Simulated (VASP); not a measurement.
# AlN (Cm) in VASP: notebook

Runs on AlN. Level: PBE. Tasks: single point.

Program: VASP 6.6.1. These are calculated values, not measurements. Logs are shortened: lines on timing, memory, paths and dates and some standing lists are left out, and cuts for length are marked.

**1. The cell of the first run**

It takes space group Cm (No. 8, monoclinic). Conventional cell: a = 6.226 Å, b = 6.226 Å, c = 4.403 Å, α = 90.00°, β = 90.00°, γ = 90.00°. Al (site symmetry m) has 1 N at 1.43 Å within 1.9 Å. Within 2.5 Å of Al (site symmetry 1) lie 4 N at 1.91 Å. Within 2.5 Å of Al (site symmetry m) lie 4 N at 1.91 Å. Within 2.0 Å of N (site symmetry m) lie 4 Al at 1.43 to 1.91 Å. Within 2.5 Å of N (site symmetry 1) lie 4 Al at 1.91 to 2.04 Å. Within 2.5 Å of N (site symmetry m) lie 4 Al at 1.91 to 2.28 Å.

**2. Single point, PBE (atom 1 (Al) moved by -0.504 Å along [1 1 0] and +0.126 Å along [0 0 1])**

Input file INCAR:

```
SYSTEM = AlN
ALGO = Normal
EDIFF = 1E-6
ENCUT = 520
GGA = PE
ISIF = 2
ISMEAR = 0
LASPH = .True.
LCHARG = .False.
LREAL = .False.
LWAVE = .False.
NBANDS = 26
NELM = 60
PREC = Accurate
SIGMA = 0.05
```

Input file KPOINTS:

```
k-points
0
Gamma
  6 6 6
  0 0 0
```

Input file POSCAR:

```
AlN
1.0
    4.4025164325      0.0000000000      0.0000000000
    0.0000000000     -4.4025164325      0.0000000000
    0.0000000000      0.0000000000     -4.4025164325
Al N
4 4
Direct
   -0.0809495713     -0.0286199954     -0.0809495713
    0.5000000000      0.5000000000      0.0000000000
    0.5000000000      0.0000000000      0.5000000000
    0.0000000000      0.5000000000      0.5000000000
    0.7500000000      0.7500000000      0.7500000000
    0.2500000000      0.2500000000      0.7500000000
    0.2500000000      0.7500000000      0.2500000000
    0.7500000000      0.2500000000      0.2500000000
```

Potentials or basis: VASP PAW PBE potentials, release 64 (Al, N).

Started as:

```console
$ cat potpaw_PBE.64/Al/POTCAR potpaw_PBE.64/N/POTCAR > POTCAR
$ mpirun -np 1 vasp_std > vasp.out
```

OUTCAR:

```text
SYSTEM = AlN
   EDIFF = 1E-6
   ENCUT = 520
   GGA = PE
   ISIF = 2
   ISMEAR = 0
   LASPH = .True.
   LREAL = .False.
   NELM = 60
   PREC = Accurate

 ion  position               nearest neighbor table
   1  0.919  0.971  0.919-   5 1.43   6 2.04   8 2.04   7 2.28   3 2.61   2 2.80   4 2.80   4 2.99
                             2 2.99   3 3.16   3 3.16   4 3.31   2 3.31
   2  0.500  0.500  0.000-   5 1.91   6 1.91   7 1.91   8 1.91   1 2.80   1 2.99   4 3.11   3 3.11
                             4 3.11   3 3.11   3 3.11   3 3.11   4 3.11   4 3.11   1 3.31
   3  0.500  0.000  0.500-   5 1.91   6 1.91   7 1.91   8 1.91   1 2.61   2 3.11   4 3.11   2 3.11
                             2 3.11   4 3.11   2 3.11   4 3.11   4 3.11   1 3.16   1 3.16
   4  0.000  0.500  0.500-   5 1.91   6 1.91   7 1.91   8 1.91   1 2.80   1 2.99   3 3.11   2 3.11
                             2 3.11   3 3.11   2 3.11   3 3.11   2 3.11   3 3.11   1 3.31
   5  0.750  0.750  0.750-   1 1.43   2 1.91   3 1.91   4 1.91
   6  0.250  0.250  0.750-   2 1.91   3 1.91   4 1.91   1 2.04
   7  0.250  0.750  0.250-   2 1.91   3 1.91   4 1.91   1 2.28
   8  0.750  0.250  0.250-   2 1.91   3 1.91   4 1.91   1 2.04

  LATTYP: Found a simple cubic cell.
 ALAT       =     4.4025164325

  Lattice vectors:

 A1 = (   4.4025164325,   0.0000000000,   0.0000000000)
 A2 = (   0.0000000000,  -4.4025164325,   0.0000000000)
 A3 = (   0.0000000000,   0.0000000000,  -4.4025164325)

Analysis of symmetry for initial positions (statically):
=====================================================================
 Subroutine PRICEL returns:
 Original cell was already a primitive cell.

 Routine SETGRP: Setting up the symmetry group for a
 simple cubic supercell.

 Subroutine GETGRP returns: Found  2 space group operations
 (whereof  2 operations were pure point group operations)
 out of a pool of 48 trial point group operations.

The static configuration has the point symmetry C_1h.

Analysis of symmetry for dynamics (positions and initial velocities):
=====================================================================
 Subroutine PRICEL returns:
 Original cell was already a primitive cell.

 Routine SETGRP: Setting up the symmetry group for a
 simple cubic supercell.

 Subroutine GETGRP returns: Found  2 space group operations
 (whereof  2 operations were pure point group operations)
 out of a pool of 48 trial point group operations.

The dynamic configuration has the point symmetry C_1h.

 Subroutine INISYM returns: Found  2 space group operations
 (whereof  2 operations are pure point group operations),
 and found     1 'primitive' translations

[... 117 lines left out ...]
   NELECT =      32.0000    total number of electrons
   NUPDOWN=      -1.0000    fix difference up-down
   EMIN   =  10.00;   EMAX   =-10.00  energy-range for DOS
   EFERMI =   0.00;   METHOD = LEGACY
   ISMEAR =     0;   SIGMA  =   0.05  broadening in eV -4-tet -1-fermi 0-gaus
   EFERMI_NEDOS =   21; number of points for ismear=-14 and -15
   IALGO  =     38    algorithm
   IMIX   =      4    mixing-type and parameters
     AMIX     =   0.40;   BMIX     =  1.00
     AMIX_MAG =   1.60;   BMIX_MAG =  1.00
  volume/ion in A,a.u.               =      10.67        71.98
  Fermi-wavevector in a.u.,A,eV,Ry     =   1.180567  2.230947 18.962951  1.393738
  Thomas-Fermi vector in A             =   2.316857
   LORBIT       =      0    0 simple, 1 ext, 2 COOP (PROOUT), +10 PAW based schemes
   GGA     = PE    functional components
   LHFCALC =     F    Hartree Fock is set to
   AEXX    =    0.0000 exact exchange contribution
   IVDW    =     0    specifies the selected vdW correction
   LEPSILON=     F    determine dielectric tensor
   LRPA    =     F    only Hartree local field effects (RPA)
 non-spin polarized calculation
 Gauss-broadening in eV      SIGMA  =   0.05
  energy-cutoff  :      520.00
  volume of cell :       85.33
 maximum number of plane-waves:      2325
 NGX is ok and might be reduce to    36
   NGX = 17   NGY = 17   NGZ = 17

 number of electron      31.9999997 magnetization

 Free energy of the ion-electron system (eV)
  ---------------------------------------------------
  ext. energy  EPLUGINS =         0.00000000
  ---------------------------------------------------
  free energy    TOTEN  =       -55.05768248 eV

  energy without entropy =      -55.05768248  energy(sigma->0) =      -55.05768248

 E-fermi :   6.6895     XC(G=0): -10.8167

 val. band max:        6.4462335549   @ k =   0.5000   0.5000   0.5000
 cond. band min:       7.7722433645   @ k =   0.0000   0.0000   0.0000
 fundamental gap:      1.3260098095
 Fermi energy:         6.6894705623

 k-point     1 :       0.0000    0.0000    0.0000
  band No.  band energies     occupation
      1      -9.6333      2.00000
      2      -7.3222      2.00000
      3      -6.2756      2.00000
      4      -5.8284      2.00000
      5       0.4421      2.00000
      6       0.4526      2.00000
[... 685 lines left out ...]
     25      16.3012      0.00000
     26      16.3742      0.00000

 [... further k-points ...]

------------------------ aborting loop because EDIFF is reached ----------------------------------------

  FORCE on cell =-STRESS in cart. coord.  units (eV):
  Direction    XX          YY          ZZ          XY          YZ          ZX
  --------------------------------------------------------------------------------------
  -------------------------------------------------------------------------------------
  Total        5.4303517     11.8752418      5.4303517     -8.7006523      8.7006523     -7.4805656
  in kB      101.9613509    222.9718750    101.9613509   -163.3651589    163.3651586   -140.4565707
  external PRESSURE =     142.2981923 kB  Pullay stress =       0.0000000 kB

 VOLUME and BASIS-vectors are now :
 -----------------------------------------------------------------------------
  energy-cutoff  :      520.00
  volume of cell :       85.33
      direct lattice vectors                 reciprocal lattice vectors
     4.402516432  0.000000000  0.000000000     0.227142821  0.000000000  0.000000000
     0.000000000 -4.402516432  0.000000000     0.000000000 -0.227142821  0.000000000
     0.000000000  0.000000000 -4.402516432     0.000000000  0.000000000 -0.227142821

 POSITION                                       TOTAL-FORCE (eV/Angst)
 -----------------------------------------------------------------------------------
      4.04613     -4.27652     -4.04613        13.523717    -14.296193    -13.523717
      2.20126     -2.20126      0.00000        -1.526224      0.500621     -1.065484
      2.20126      0.00000     -2.20126        -1.816074     -0.258666      1.816074
      0.00000     -2.20126     -2.20126         1.065484      0.500621      1.526224
      3.30189     -3.30189     -3.30189        -9.834068     12.429951      9.834068
      1.10063     -1.10063     -3.30189        -0.769821      0.527058      0.215570
      1.10063     -3.30189     -1.10063        -0.427443      0.069549      0.427443
      3.30189     -1.10063     -1.10063        -0.215570      0.527058      0.769821
 -----------------------------------------------------------------------------------
    total drift:                                0.000342     -0.000418     -0.000342

  FREE ENERGIE OF THE ION-ELECTRON SYSTEM (eV)
  ---------------------------------------------------
  free  energy   TOTEN  =       -55.0576824800 eV

  energy  without entropy=      -55.0576824800  energy(sigma->0) =      -55.05768248
```

OSZICAR:

```text
N       E                     dE             d eps       ncg     rms          rms(c)
DAV:   1     0.115436953659E+03    0.11544E+03   -0.14637E+04  3536   0.110E+03
DAV:   2    -0.555304224918E+02   -0.17097E+03   -0.16058E+03  4670   0.229E+02
DAV:   3    -0.655767197615E+02   -0.10046E+02   -0.99905E+01  4718   0.579E+01
DAV:   4    -0.656711822838E+02   -0.94463E-01   -0.94398E-01  4312   0.634E+00
DAV:   5    -0.656725146538E+02   -0.13324E-02   -0.13319E-02  4772   0.756E-01    0.182E+01
DAV:   6    -0.550974265423E+02    0.10575E+02   -0.31689E+01  4488   0.311E+01    0.685E+00
DAV:   7    -0.551016704831E+02   -0.42439E-02   -0.17034E+00  4376   0.708E+00    0.416E+00
DAV:   8    -0.550592966779E+02    0.42374E-01   -0.11281E-01  4592   0.242E+00    0.109E+00
DAV:   9    -0.550571291267E+02    0.21676E-02   -0.23553E-02  4840   0.100E+00    0.385E-01
DAV:  10    -0.550575330454E+02   -0.40392E-03   -0.32550E-03  4400   0.386E-01    0.178E-01
DAV:  11    -0.550576717897E+02   -0.13874E-03   -0.53557E-04  4424   0.177E-01    0.668E-02
DAV:  12    -0.550576817159E+02   -0.99262E-05   -0.21161E-04  4300   0.900E-02    0.243E-02
DAV:  13    -0.550576824980E+02   -0.78212E-06   -0.18115E-05  4616   0.383E-02    0.584E-03
DAV:  14    -0.550576824800E+02    0.17977E-07   -0.37394E-06  4022   0.133E-02
   1 F= -.55057682E+02 E0= -.55057682E+02  d E =-.688747E-14
```

It took 75 s on 1 thread of Intel Xeon 6975P-C (Granite Rapids), shared host; peak memory 0.26 GiB.

Results:

| Quantity | Value |
| --- | --- |
| Free energy | -55.0577 eV |
| Pressure | 14.2 GPa |
| Largest force | 23.878 eV/Å |
| Band gap on the k mesh | 1.33 eV (least direct gap 1.41 eV) |

Forces in eV/Å, atoms in the order of the input:
```
Al   13.524 -14.296 -13.524
Al   -1.526   0.501  -1.065
Al   -1.816  -0.259   1.816
Al    1.065   0.501   1.526
N    -9.834  12.430   9.834
N    -0.770   0.527   0.216
N    -0.427   0.070   0.427
N    -0.216   0.527   0.770
```

Caveat: the cell differs from its parent crystal (atom 1 (Al) moved by -0.504 Å along [1 1 0] and +0.126 Å along [0 0 1]); the stress differs along the axes, from 10 to 22 GPa; forces of over 1 eV/Å act on the atoms, so gaps and moduli don't describe the material at rest.

**3. Single point, PBE (atom 1 (Al) moved by -0.252 Å along [1 1 0] and +0.378 Å along [0 0 1])**

Input file INCAR:

```
SYSTEM = AlN
ALGO     = Normal         ! electronic algorithm
EDIFF    = 1E-6           ! SCF threshold, eV
ENCUT    = 520            ! plane-wave cutoff, eV
GGA      = PE             ! functional
ISIF     = 2              ! what is computed and relaxed
ISMEAR   = 0              ! smearing method
LASPH    = .True.         ! aspherical terms in the spheres
LCHARG   = .True.         ! write CHGCAR
LELF     = .True.         ! ELF
LREAL    = .False.        ! projectors in reciprocal space
LVHAR    = .True.       
LWAVE    = .False.        ! write WAVECAR
NBANDS   = 26             ! bands
NELM     = 100            ! most SCF steps
PREC     = Accurate       ! precision mode
SIGMA    = 0.05           ! smearing width, eV
```

KPOINTS is that of step 2.

POSCAR, as its differences from that of step 2:

```diff
@@ -8,3 +8,3 @@
 Direct
-   -0.0809495713     -0.0286199954     -0.0809495713
+   -0.0404747856     -0.0858599862     -0.0404747856
     0.5000000000      0.5000000000      0.0000000000
```

Potentials or basis: VASP PAW PBE potentials, release 64 (Al, N).

Started as:

```console
$ cat potpaw_PBE.64/Al/POTCAR potpaw_PBE.64/N/POTCAR > POTCAR
$ mpirun -np 1 vasp_std > vasp.out
```

It took 73 s on 1 thread of Intel Xeon 6975P-C (Granite Rapids), shared host; peak memory 0.26 GiB.

Results (log left out):

```
Free energy            : -56.3071 eV
Pressure               : 10.3 GPa
Largest force          : 18.215 eV/Å
Band gap on the k mesh : 1.90 eV (least direct gap 1.95 eV)
```

Forces in eV/Å, atoms in the order of the input:
```
Al   10.352 -10.837 -10.352
Al   -0.879   1.718  -0.508
Al   -0.747  -1.129   0.747
Al    0.508   1.718   0.879
N    -8.310   6.835   8.310
N    -0.469   0.665   0.018
N    -0.439   0.365   0.439
N    -0.018   0.665   0.469
```

Stress tensor (GPa, compression positive):
```
 13.28 -10.82 -13.71
-10.82   4.40  10.82
-13.71  10.82  13.28
```

Levels at points of the mesh, in eV from the valence-band top:
```csv
k point,band 12,band 13,band 14,band 15,band 16,band 17,band 18,band 19,band 20,band 21
"(0.00, 0.00, 0.00)",-1.99,-1.94,-0.57,-0.34,-0.05,1.90,2.19,3.03,4.23,7.37
"(0.50, 0.00, 0.00)",-2.46,-1.76,-1.56,-1.23,-0.92,4.27,4.63,5.53,6.53,8.82
"(0.00, 0.50, 0.00)",-2.80,-2.27,-2.13,-0.99,-0.57,4.57,4.80,5.32,6.51,8.82
"(0.50, 0.50, 0.00)",-2.18,-1.49,-1.22,-0.98,-0.38,6.19,6.31,7.16,7.86,8.03
"(0.50, 0.00, 0.50)",-2.59,-1.92,-1.76,-0.63,-0.09,6.02,6.44,7.16,7.83,7.88
"(0.50, 0.50, 0.50)",-0.96,-0.89,-0.58,-0.40,0.00,5.71,6.34,6.57,6.71,8.26
```

Caveat: the cell differs from its parent crystal (atom 1 (Al) moved by -0.252 Å along [1 1 0] and +0.378 Å along [0 0 1]); the stress differs along the axes, from 4 to 13 GPa; forces of over 1 eV/Å act on the atoms, so gaps and moduli don't describe the material at rest.

**4. Single point, PBE (atom 1 (Al) moved by -0.504 Å along [1 1 0] and +0.630 Å along [0 0 1])**

Input file INCAR:

```
PREC = Accurate
ENCUT = 520
EDIFF = 1E-6
ISMEAR = 0
SIGMA = 0.05
LREAL = F
LASPH = T
NELM = 60
ALGO = Normal
ISIF = 2
LWAVE = F
LCHARG = F
GGA = PE
NBANDS = 26
```

Input file KPOINTS:

```
Automatic mesh
0
Gamma
  6 6 6
```

POSCAR, as its differences from that of step 3:

```diff
@@ -8,3 +8,3 @@
 Direct
-   -0.0404747856     -0.0858599862     -0.0404747856
+   -0.0809495713     -0.1430999769     -0.0809495713
     0.5000000000      0.5000000000      0.0000000000
```

Started as:

```console
$ cat potpaw_PBE.64/Al/POTCAR potpaw_PBE.64/N/POTCAR > POTCAR
$ mpirun -np 1 vasp_std > vasp.out
```

It took 71 s on 1 thread of Intel Xeon 6975P-C (Granite Rapids), shared host; peak memory 0.26 GiB.

Results (log left out):

```
Free energy            : -41.7169 eV
Pressure               : 48.8 GPa
Largest force          : 78.559 eV/Å
Band gap on the k mesh : 1.09 eV (least direct gap 1.29 eV)
```

Forces in eV/Å, atoms in the order of the input:
```
Al   49.836 -34.702 -49.836
Al   -2.068   2.750  -0.872
Al   -1.366  -1.477   1.366
Al    0.872   2.750   2.068
N   -45.695  29.422  45.695
N    -0.404   0.380   0.269
N    -0.907   0.496   0.907
N    -0.269   0.380   0.404
```

Stress tensor (GPa, compression positive):
```
 63.36 -41.08 -61.35
-41.08  19.68  41.08
-61.35  41.08  63.36
```

Levels at points of the mesh, in eV from the valence-band top:
```
           k point  band 12  band 13  band 14  band 15  band 16  band 17  band 18  band 19  band 20  band 21
(0.00, 0.00, 0.00)    -2.20    -2.18    -0.91    -0.55    -0.20     1.09     1.14     2.35     4.26     6.31
(0.50, 0.00, 0.00)    -2.75    -2.45    -1.76    -1.41    -0.92     2.96     3.78     4.96     6.46     7.64
(0.00, 0.50, 0.00)    -3.08    -2.87    -2.30    -1.25    -0.61     3.50     4.10     4.50     6.42     7.48
(0.50, 0.50, 0.00)    -2.40    -2.36    -1.49    -1.32    -0.39     4.71     5.42     6.16     6.81     7.14
(0.50, 0.00, 0.50)    -2.78    -2.72    -2.02    -0.98    -0.11     4.40     5.31     6.50     6.91     7.12
(0.50, 0.50, 0.50)    -1.29    -1.28    -0.92    -0.39     0.00     3.92     5.51     6.02     6.05     6.97
```

Caveat: the cell differs from its parent crystal (atom 1 (Al) moved by -0.504 Å along [1 1 0] and +0.630 Å along [0 0 1]); atoms lie so close that the PAW spheres overlap strongly, which falsifies energies and pressures; the stress differs along the axes, from 20 to 63 GPa; forces of over 1 eV/Å act on the atoms, so gaps and moduli don't describe the material at rest. A k mesh can miss the band edges.

(Part 1 of 2 ends here.)
